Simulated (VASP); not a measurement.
# MgO (P6_3mc) in VASP: a series of runs

MgO is run at these levels: PBE; tasks: single point.

Everything below comes from runs of VASP 6.6.1. Logs are shortened: lines on timing, memory, paths and dates and some standing lists are left out, and cuts for length are marked.

### 1 The cell of the first run

Symmetry: P6_3mc, No. 186, hexagonal system. Conventional cell: a = 3.340 Å, b = 3.340 Å, c = 8.924 Å, α = 90.00°, β = 90.00°, γ = 120.00°. Mg (site symmetry 3m) has 4 O at 1.69 to 2.00 Å within 2.2 Å. Mg (site symmetry 3m) has 4 O at 1.71 to 2.00 Å within 2.3 Å. O (site symmetry 3m) has 4 Mg at 1.69 to 2.00 Å within 2.2 Å. O (site symmetry 3m) has 4 Mg at 1.71 to 2.00 Å within 2.3 Å.

### 2 Single point, PBE (volume 10.779 Å^3 an atom, c/a of the conventional cell 2.6717)

INCAR

```
SYSTEM = MgO
PREC = Accurate
ENCUT = 520
EDIFF = 1E-6
ISMEAR = 0
SIGMA = 0.05
LREAL = .FALSE.
LASPH = .TRUE.
NELM = 80
ALGO = Normal
ISIF = 2
LWAVE = .FALSE.
LCHARG = .FALSE.
GGA = PE
NBANDS = 26
```

KPOINTS

```
Automatic mesh
0
G
  9 9 4
  0 0 0
```

POSCAR

```
MgO
1.0
    3.3402838896      0.0000000000      0.0000000000
   -1.6701419448      2.8927707042      0.0000000000
    0.0000000000      0.0000000000      8.9242364678
Mg O
4 4
Direct
    0.3333333333      0.6666666667      0.9694906392
    0.0000000000      0.0000000000      0.2208211786
    0.0000000000      0.0000000000      0.7208211786
    0.6666666667      0.3333333333      0.4694906392
    0.3333333333      0.6666666667      0.7800420079
    0.0000000000      0.0000000000      0.5296443544
    0.0000000000      0.0000000000      0.0296443544
    0.6666666667      0.3333333333      0.2800420079
```

Potentials or basis: VASP PAW PBE potentials, release 64 (Mg, O).

Command:

```
$ cat potpaw_PBE.64/Mg/POTCAR potpaw_PBE.64/O/POTCAR > POTCAR
$ mpirun -np 1 vasp_std > vasp.out
```

OUTCAR:

```text
SYSTEM = MgO
   PREC = Accurate
   ENCUT = 520
   EDIFF = 1E-6
   ISMEAR = 0
   LREAL = .FALSE.
   LASPH = .TRUE.
   NELM = 80
   ISIF = 2
   GGA = PE

 ion  position               nearest neighbor table
   1  0.333  0.667  0.969-   5 1.69   7 2.00   7 2.00   7 2.00   3 2.94   3 2.94   3 2.94   2 2.96
                             2 2.96   2 2.96
   2  0.000  0.000  0.221-   7 1.71   8 2.00   8 2.00   8 2.00   6 2.76   4 2.94   4 2.94   4 2.94
                             1 2.96   1 2.96   1 2.96
   3  0.000  0.000  0.721-   6 1.71   5 2.00   5 2.00   5 2.00   7 2.76   1 2.94   1 2.94   1 2.94
                             4 2.96   4 2.96   4 2.96
   4  0.667  0.333  0.469-   8 1.69   6 2.00   6 2.00   6 2.00   2 2.94   2 2.94   2 2.94   3 2.96
                             3 2.96   3 2.96
   5  0.333  0.667  0.780-   1 1.69   3 2.00   3 2.00   3 2.00
   6  0.000  0.000  0.530-   3 1.71   4 2.00   4 2.00   4 2.00   2 2.76
   7  0.000  0.000  0.030-   2 1.71   1 2.00   1 2.00   1 2.00   3 2.76
   8  0.667  0.333  0.280-   4 1.69   2 2.00   2 2.00   2 2.00

  LATTYP: Found a hexagonal cell.
 ALAT       =     3.3402838896
 C/A-ratio  =     2.6717000000

  Lattice vectors:

 A1 = (   3.3402838896,   0.0000000000,   0.0000000000)
 A2 = (  -1.6701419448,   2.8927707042,   0.0000000000)
 A3 = (   0.0000000000,   0.0000000000,   8.9242364678)

Analysis of symmetry for initial positions (statically):
=====================================================================
 Subroutine PRICEL returns:
 Original cell was already a primitive cell.

 Routine SETGRP: Setting up the symmetry group for a
 hexagonal supercell.

 Subroutine GETGRP returns: Found 12 space group operations
 (whereof  6 operations were pure point group operations)
 out of a pool of 24 trial point group operations.

The static configuration has the point symmetry C_3v.
 The point group associated with its full space group is C_6v.

Analysis of symmetry for dynamics (positions and initial velocities):
=====================================================================
 Subroutine PRICEL returns:
 Original cell was already a primitive cell.

 Routine SETGRP: Setting up the symmetry group for a
 hexagonal supercell.

 Subroutine GETGRP returns: Found 12 space group operations
 (whereof  6 operations were pure point group operations)
 out of a pool of 24 trial point group operations.

The dynamic configuration has the point symmetry C_3v.
 The point group associated with its full space group is C_6v.

 Subroutine INISYM returns: Found 12 space group operations
 (whereof  6 operations are pure point group operations),
 and found     1 'primitive' translations

----------------------------------------------------------------------------------------

                                     Primitive cell

  volume of cell :      86.2320

  direct lattice vectors                    reciprocal lattice vectors
     3.340283890  0.000000000  0.000000000     0.299375752  0.172844671  0.000000000
    -1.670141945  2.892770704  0.000000000     0.000000000  0.345689342  0.000000000
     0.000000000  0.000000000  8.924236468     0.000000000  0.000000000  0.112054404

  length of vectors
     3.340283890  3.340283890  8.924236468     0.345689342  0.345689342  0.112054404

  position of ions in fractional coordinates (direct lattice)
     0.333333333  0.666666667  0.969490639
     0.000000000  0.000000000  0.220821179
     0.000000000  0.000000000  0.720821179
     0.666666667  0.333333333  0.469490639
     0.333333333  0.666666667  0.780042008
     0.000000000  0.000000000  0.529644354
     0.000000000  0.000000000  0.029644354
     0.666666667  0.333333333  0.280042008

  ion indices of the primitive-cell ions
   primitive index   ion index
                 1           1
                 2           2
                 3           3
                 4           4
                 5           5
                 6           6
                 7           7
                 8           8

[... 49 lines left out ...]
  volume of cell :       86.23
 maximum number of plane-waves:      2346
 NGX is ok and might be reduce to    28
   NGX = 13   NGY = 13   NGZ = 33

 number of electron      32.0000004 magnetization

 Free energy of the ion-electron system (eV)
  ---------------------------------------------------
  ext. energy  EPLUGINS =         0.00000000
  ---------------------------------------------------
  free energy    TOTEN  =       -44.18481934 eV

  energy without entropy =      -44.18481934  energy(sigma->0) =      -44.18481934

 E-fermi :   2.0168     XC(G=0): -10.1266

 val. band max:        1.7740955491   @ k =   0.0000   0.0000   0.0000
 cond. band min:       5.4466014845   @ k =   0.0000   0.0000   0.0000
 fundamental gap:      3.6725059354
 Fermi energy:         2.0168096246

 k-point     1 :       0.0000    0.0000    0.0000
  band No.  band energies     occupation
      1     -14.8984      2.00000
      2     -14.3881      2.00000
      3     -14.2608      2.00000
      4     -13.7093      2.00000
      5      -1.4491      2.00000
      6      -0.3915      2.00000
[... 18 lines left out ...]
     25      15.8566      0.00000
     26      16.1979      0.00000

 k-point     2 :       0.1111    0.0000    0.0000
  band No.  band energies     occupation
      1     -14.8329      2.00000
      2     -14.3480      2.00000
      3     -14.2205      2.00000
      4     -13.7034      2.00000
      5      -1.3420      2.00000
      6      -0.5805      2.00000
[... 18 lines left out ...]
     25      15.9206      0.00000
     26      16.0512      0.00000

 k-point     3 :       0.2222   -0.0000    0.0000
  band No.  band energies     occupation
      1     -14.6546      2.00000
      2     -14.2445      2.00000
      3     -14.1165      2.00000
      4     -13.6974      2.00000
      5      -1.0940      2.00000
      6      -1.0369      2.00000
[... 572 lines left out ...]
 k-point    23 :       0.3333    0.2222    0.2500
  band No.  band energies     occupation
      1     -14.1024      2.00000
      2     -14.0292      2.00000
      3     -13.8666      2.00000
      4     -13.8162      2.00000
      5      -1.5949      2.00000
      6      -1.4261      2.00000
[... 18 lines left out ...]
     25      15.3392      0.00000
     26      15.5126      0.00000

 k-point    24 :       0.3333    0.3333    0.2500
  band No.  band energies     occupation
      1     -14.0151      2.00000
      2     -13.9904      2.00000
      3     -13.8637      2.00000
      4     -13.8637      2.00000
      5      -1.3391      2.00000
      6      -1.3391      2.00000
[... 18 lines left out ...]
     25      15.2240      0.00000
     26      15.4351      0.00000

 [... further k-points ...]
[... 5 lines left out ...]
  --------------------------------------------------------------------------------------
  -------------------------------------------------------------------------------------
  Total        1.3916147      1.3916147     39.5480077     -0.0000000      0.0000000      0.0000000
  in kB       25.8559877     25.8559877    734.7959155     -0.0000000      0.0000000      0.0000000
  external PRESSURE =     262.1692970 kB  Pullay stress =       0.0000000 kB

 VOLUME and BASIS-vectors are now :
 -----------------------------------------------------------------------------
  energy-cutoff  :      520.00
  volume of cell :       86.23
      direct lattice vectors                 reciprocal lattice vectors
     3.340283890  0.000000000  0.000000000     0.299375752  0.172844671  0.000000000
    -1.670141945  2.892770704  0.000000000     0.000000000  0.345689342  0.000000000
     0.000000000  0.000000000  8.924236468     0.000000000  0.000000000  0.112054404

 POSITION                                       TOTAL-FORCE (eV/Angst)
 -----------------------------------------------------------------------------------
     -0.00000      1.92851      8.65196        -0.000000      0.000000      4.580254
      0.00000      0.00000      1.97066        -0.000000      0.000000      4.588764
      0.00000      0.00000      6.43278        -0.000000     -0.000000      4.588764
      1.67014      0.96426      4.18985         0.000000     -0.000000      4.580254
     -0.00000      1.92851      6.96128        -0.000000     -0.000000     -4.714168
      0.00000      0.00000      4.72667        -0.000000     -0.000000     -4.454850
      0.00000      0.00000      0.26455         0.000000     -0.000000     -4.454850
      1.67014      0.96426      2.49916         0.000000      0.000000     -4.714168
 -----------------------------------------------------------------------------------
    total drift:                                0.000000      0.000000      0.001656

  FREE ENERGIE OF THE ION-ELECTRON SYSTEM (eV)
  ---------------------------------------------------
  free  energy   TOTEN  =       -44.1848193417 eV

  energy  without entropy=      -44.1848193417  energy(sigma->0) =      -44.18481934
```

It took 37 s on 1 thread of Intel Xeon 6975P-C (Granite Rapids), shared host; peak memory 0.25 GiB.

Results:

```yaml
Free_energy: -44.1848 eV
Pressure: 26.2 GPa
Largest_force: 4.714 eV/Å
Band_gap_on_the_k_mesh: 3.67 eV, direct
```

Forces on the atoms (eV/Å):
```
Mg   0.000  0.000  4.580
Mg   0.000  0.000  4.589
Mg   0.000  0.000  4.589
Mg   0.000  0.000  4.580
O    0.000  0.000 -4.714
O    0.000  0.000 -4.455
O    0.000  0.000 -4.455
O    0.000  0.000 -4.714
```

Stress tensor (GPa, compression positive):
```
 2.59  0.00  0.00
 0.00  2.59  0.00
 0.00  0.00 73.48
```

Caveat: forces of over 1 eV/Å act on the atoms, so gaps and moduli don't describe the material at rest.

### 3 Single point, PBE (volume 10.779 Å^3 an atom, c/a of the conventional cell 3.4054)

INCAR

```
SYSTEM = MgO
ALGO = Normal ; EDIFF = 1E-7
ENCUT = 520 ; GGA = PE
ISIF = 2 ; ISMEAR = 0
LASPH = .True. ; LCHARG = .True.
LELF = .True. ; LREAL = .False.
LVHAR = .True. ; LWAVE = .False.
NBANDS = 26 ; NELM = 100
PREC = Accurate ; SIGMA = 0.05
```

KPOINTS

```
k-points
0
Gamma
  9 9 4
  0 0 0
```

POSCAR: that of step 2 with these lines changed.

```diff
@@ -2,5 +2,5 @@
 1.0
-    3.3402838896      0.0000000000      0.0000000000
-   -1.6701419448      2.8927707042      0.0000000000
-    0.0000000000      0.0000000000      8.9242364678
+    3.0807507663      0.0000000000      0.0000000000
+   -1.5403753832      2.6680084263      0.0000000000
+    0.0000000000      0.0000000000     10.4911886595
 Mg O
```

Potentials or basis: VASP PAW PBE potentials, release 64 (Mg, O).

Command:

```
$ cat potpaw_PBE.64/Mg/POTCAR potpaw_PBE.64/O/POTCAR > POTCAR
$ mpirun -np 1 vasp_std > vasp.out
```

Wall time 31 s (1 thread of Intel Xeon 6975P-C (Granite Rapids), shared host); peak memory 0.23 GiB.

It converged, with:

```yaml
Free_energy: -46.0896 eV
Pressure: 19.7 GPa
Largest_force: 0.781 eV/Å
Band_gap_on_the_k_mesh: 4.20 eV, direct
```

Forces in eV/Å, atoms in the order of the input:
```
Mg   0.000  0.000 -0.710
Mg   0.000  0.000 -0.781
Mg   0.000  0.000 -0.781
Mg   0.000  0.000 -0.710
O    0.000  0.000  0.738
O    0.000  0.000  0.754
O    0.000  0.000  0.754
O    0.000  0.000  0.738
```

Stress tensor (GPa, compression positive):
```
26.19  0.00  0.00
 0.00 26.19  0.00
 0.00  0.00  6.75
```

Levels at points of the mesh, in eV from the valence-band top:
```csv
k point,band 13,band 14,band 15,band 16,band 17,band 18,band 19,band 20
"(0.00, 0.00, 0.00)",-0.07,-0.07,0.00,0.00,4.20,6.64,6.73,9.61
"(0.00, 0.00, 0.50)",-0.02,-0.02,-0.02,-0.02,5.05,5.05,8.35,8.35
```

### 4 Single point, PBE (volume 10.779 Å^3 an atom, c/a of the conventional cell 3.8446)

INCAR

```
PREC = Accurate
ENCUT = 520
EDIFF = 1E-7
ISMEAR = 0
SIGMA = 0.05
LREAL = F
LASPH = T
NELM = 80
ALGO = Normal
ISIF = 2
LWAVE = F
LCHARG = T
GGA = PE
LELF = T
LVHAR = T
NBANDS = 26
```

KPOINTS

```
Automatic mesh
0
Gamma
  9 9 4
```

POSCAR: that of step 3 with these lines changed.

```diff
@@ -2,5 +2,5 @@
 1.0
-    3.0807507663      0.0000000000      0.0000000000
-   -1.5403753832      2.6680084263      0.0000000000
-    0.0000000000      0.0000000000     10.4911886595
+    2.9586633719      0.0000000000      0.0000000000
+   -1.4793316860      2.5622776413      0.0000000000
+    0.0000000000      0.0000000000     11.3748771995
 Mg O
```

Command:

```
$ cat potpaw_PBE.64/Mg/POTCAR potpaw_PBE.64/O/POTCAR > POTCAR
$ mpirun -np 1 vasp_std > vasp.out
```

Run time: 36 s. Hardware: 1 thread of Intel Xeon 6975P-C (Granite Rapids), shared host; peak memory 0.24 GiB.

Results (log left out):

```
Free energy            : -44.5138 eV
Pressure               : 25.8 GPa
Largest force          : 1.743 eV/Å
Band gap on the k mesh : 3.66 eV, direct
```

Forces on the atoms (eV/Å):
```
Mg   0.000  0.000 -1.616
Mg   0.000  0.000 -1.743
Mg   0.000  0.000 -1.743
Mg   0.000  0.000 -1.616
O    0.000  0.000  1.708
O    0.000  0.000  1.651
O    0.000  0.000  1.651
O    0.000  0.000  1.708
```

Stress tensor (GPa, compression positive):
```
43.20  0.00  0.00
 0.00 43.20  0.00
 0.00  0.00 -8.91
```

Levels at points of the mesh, in eV from the valence-band top:
| k point | band 13 | band 14 | band 15 | band 16 | band 17 | band 18 | band 19 | band 20 |
| --- | --- | --- | --- | --- | --- | --- | --- | --- |
| (0.00, 0.00, 0.00) | -0.01 | -0.01 | 0.00 | 0.00 | 3.66 | 6.17 | 6.21 | 9.17 |
| (0.00, 0.00, 0.50) | -0.01 | -0.01 | -0.01 | -0.01 | 4.52 | 4.52 | 7.92 | 7.92 |

Caveat: forces of over 1 eV/Å act on the atoms, so gaps and moduli don't describe the material at rest.

### 5 Single point, PBE (volume 10.779 Å^3 an atom, c/a of the conventional cell 3.0163)

INCAR

```
SYSTEM = MgO
  PREC = Accurate
  ENCUT = 520
  EDIFF = 1E-7
  ISMEAR = 0
  SIGMA = 0.05
  LREAL = .False.
  LASPH = .True.
  NELM = 60
  ALGO = Normal
  ISIF = 2
  LWAVE = .False.
  LCHARG = .False.
  GGA = PE
  NBANDS = 26
```

KPOINTS

```
Automatic mesh
0
Gamma
  9 9 4
  0 0 0
```

POSCAR: that of step 4 with these lines changed.

```diff
@@ -2,5 +2,5 @@
 1.0
-    2.9586633719      0.0000000000      0.0000000000
-   -1.4793316860      2.5622776413      0.0000000000
-    0.0000000000      0.0000000000     11.3748771995
+    3.2079020399      0.0000000000      0.0000000000
+   -1.6039510200      2.7781246594      0.0000000000
+    0.0000000000      0.0000000000      9.6759949228
 Mg O
```

Command:

```
$ cat potpaw_PBE.64/Mg/POTCAR potpaw_PBE.64/O/POTCAR > POTCAR
$ mpirun -np 1 vasp_std > vasp.out
```

Run time: 31 s. Hardware: 1 thread of Intel Xeon 6975P-C (Granite Rapids), shared host; peak memory 0.22 GiB.

The run converged. Its results:

```
Free energy            : -46.1090 eV
Pressure               : 19.2 GPa
Largest force          : 1.165 eV/Å
Band gap on the k mesh : 4.02 eV, direct
```

Forces on the atoms (eV/Å):
```
Mg   0.000  0.000  1.114
Mg   0.000  0.000  1.103
Mg   0.000  0.000  1.103
Mg   0.000  0.000  1.114
O    0.000  0.000 -1.165
O    0.000  0.000 -1.052
O    0.000  0.000 -1.052
O    0.000  0.000 -1.165
```

Stress tensor (GPa, compression positive):
```
12.53  0.00  0.00
 0.00 12.53  0.00
 0.00  0.00 32.51
```

Levels at points of the mesh, in eV from the valence-band top:
```
           k point  band 14  band 15  band 16  band 17  band 18  band 19
(0.00, 0.00, 0.00)    -0.33    -0.33     0.00     4.02     6.41     6.58
(0.00, 0.00, 0.50)    -0.37    -0.37    -0.37     4.89     4.89     8.10
```

Caveat: forces of over 1 eV/Å act on the atoms, so gaps and moduli don't describe the material at rest. A k mesh can miss the band edges.

### 6 Single point, PBE (volume 10.779 Å^3 an atom, c/a of the conventional cell 3.6183)

INCAR

```
PREC = Accurate
ENCUT = 520
EDIFF = 1E-6
ISMEAR = 0
SIGMA = 0.05
LREAL = F
LASPH = T
NELM = 100
ALGO = Normal
ISIF = 2
LWAVE = F
LCHARG = F
GGA = PE
NBANDS = 26
```

KPOINTS

```
regular mesh
0
Gamma
  9 9 4
```

POSCAR: that of step 5 with these lines changed.

```diff
@@ -2,5 +2,5 @@
 1.0
-    3.2079020399      0.0000000000      0.0000000000
-   -1.6039510200      2.7781246594      0.0000000000
-    0.0000000000      0.0000000000      9.6759949228
+    3.0191017624      0.0000000000      0.0000000000
+   -1.5095508812      2.6146188228      0.0000000000
+    0.0000000000      0.0000000000     10.9240159069
 Mg O
```

Potentials or basis: VASP PAW PBE potentials, release 64 (Mg, O).

Command:

```
$ cat potpaw_PBE.64/Mg/POTCAR potpaw_PBE.64/O/POTCAR > POTCAR
$ mpirun -np 1 vasp_std > vasp.out
```

Run time: 29 s. Hardware: 1 thread of Intel Xeon 6975P-C (Granite Rapids), shared host; peak memory 0.24 GiB.

Results (log left out):

| Item | Value |
| --- | --- |
| Free energy | -45.4795 eV |
| Pressure | 22.2 GPa |
| Largest force | 1.346 eV/Å |
| Band gap on the k mesh | 4.00 eV, direct |

Forces in eV/Å, atoms in the order of the input:
```
Mg   0.000  0.000 -1.245
Mg   0.000  0.000 -1.346
Mg   0.000  0.000 -1.346
Mg   0.000  0.000 -1.245
O    0.000  0.000  1.307
O    0.000  0.000  1.284
O    0.000  0.000  1.284
O    0.000  0.000  1.307
```

Stress tensor (GPa, compression positive):
```
34.32  0.00  0.00
 0.00 34.32  0.00
 0.00  0.00 -2.10
```

Levels at points of the mesh, in eV from the valence-band top:
| k point | band 14 | band 15 | band 16 | band 17 | band 18 | band 19 |
| --- | --- | --- | --- | --- | --- | --- |
| (0.00, 0.00, 0.00) | -0.03 | 0.00 | 0.00 | 4.00 | 6.47 | 6.53 |
| (0.00, 0.00, 0.50) | -0.01 | -0.01 | -0.01 | 4.84 | 4.84 | 8.21 |

Caveat: forces of over 1 eV/Å act on the atoms, so gaps and moduli don't describe the material at rest.

### 7 The runs side by side

| cell | gap on the mesh (eV) | pressure (GPa) | largest force (eV/Å) |
| --- | --- | --- | --- |
| a = 3.340, b = 3.340, c = 8.924 Å, angles 90.0, 90.0, 120.0°, 8 atoms | 3.67 | 26.2 | 4.71 |
| a = 3.081, b = 3.081, c = 10.491 Å, angles 90.0, 90.0, 120.0°, 8 atoms | 4.20 | 19.7 | 0.78 |
| a = 2.959, b = 2.959, c = 11.375 Å, angles 90.0, 90.0, 120.0°, 8 atoms | 3.66 | 25.8 | 1.74 |
| a = 3.208, b = 3.208, c = 9.676 Å, angles 90.0, 90.0, 120.0°, 8 atoms | 4.02 | 19.2 | 1.16 |
| a = 3.019, b = 3.019, c = 10.924 Å, angles 90.0, 90.0, 120.0°, 8 atoms | 4.00 | 22.2 | 1.35 |

Alike in all rows: task single point; level PBE; potentials or basis VASP PAW PBE potentials, release 64 (Mg, O); no spin polarisation; k mesh 9 × 9 × 4; cutoff (eV) 520; smearing gaussian 0.05 eV.

Caveats: forces of over 1 eV/Å act on the atoms, so gaps and moduli don't describe the material at rest (some runs).

Absolute energies hang on the potentials; compare differences alone.
